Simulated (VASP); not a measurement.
MgBe2Te3: single point with PBE

Crystal: MgBe2Te3.

```xyz
6
Lattice="4.1617 0.0000 0.0000 -2.0808 3.6041 0.0000 0.0000 0.0000 10.4445" Properties=species:S:1:pos:R:3 pbc="T T T"
Be    0.0000    0.0000   -0.1241
Be    2.0808    1.2014    7.1118
Mg    0.0000    2.4027    3.5370
Te    2.0808    1.2014    9.5533
Te    0.0000    2.4027    6.3296
Te    0.0000    0.0000    2.3148
```

| Property | Result |
| --- | --- |
| Program | VASP 6.6.1 |
| Task | single point |
| Functional | PBE |
| Potentials or basis | VASP PAW PBE potentials, release 64 (Be, Mg, Te) |
| Cutoff | 520 eV |
| k mesh | 12 × 12 × 4 |
| Occupations | gaussian, width 0.01 eV |
| Spin | non-collinear spin, zero start, spin-orbit coupling |
| Starting moments | [[0.0, 0.0, 0.0], [0.0, 0.0, 0.0], [0.0, 0.0, 0.0], [0.0, 0.0, 0.0], [0.0, 0.0, 0.0], [0.0, 0.0, 0.0]] μB |
| Dipole correction | no |
| Further INCAR settings | ALGO = Normal; EDIFF = 1e-06; NBANDS = 40 |

```json
{"Pressure": "0.5 GPa", "Largest force": "0.108 eV/Å", "Net moment": "0.00 μB per cell", "Valence electrons inside the program's atomic spheres": "Be 0.86; Mg 0.36; Te 3.46, 3.55 (each value once)"}
```

Forces in eV/Å, atoms in the order of the input:
```
Be   0.000  0.000 -0.016
Be   0.000  0.000 -0.032
Mg   0.000  0.000  0.054
Te   0.000  0.000  0.024
Te   0.000  0.000  0.078
Te   0.000  0.000 -0.108
```

Stress tensor (GPa, compression positive):
```
0.43 0.00 0.00
0.00 0.43 0.00
0.00 0.00 0.68
```

Moments on the atoms (μB; x, y, z):
```
Be  0.00 0.00 0.00
Be  0.00 0.00 0.00
Mg  0.00 0.00 0.00
Te  0.00 0.00 0.00
Te  0.00 0.00 0.00
Te  0.00 0.00 0.00
```

Wall time 8.5 min on 1 × NVIDIA H100 80GB with 1 thread of AMD EPYC 7R13 Processor (Zen 3) (shared host), peak memory 2.3 GiB.
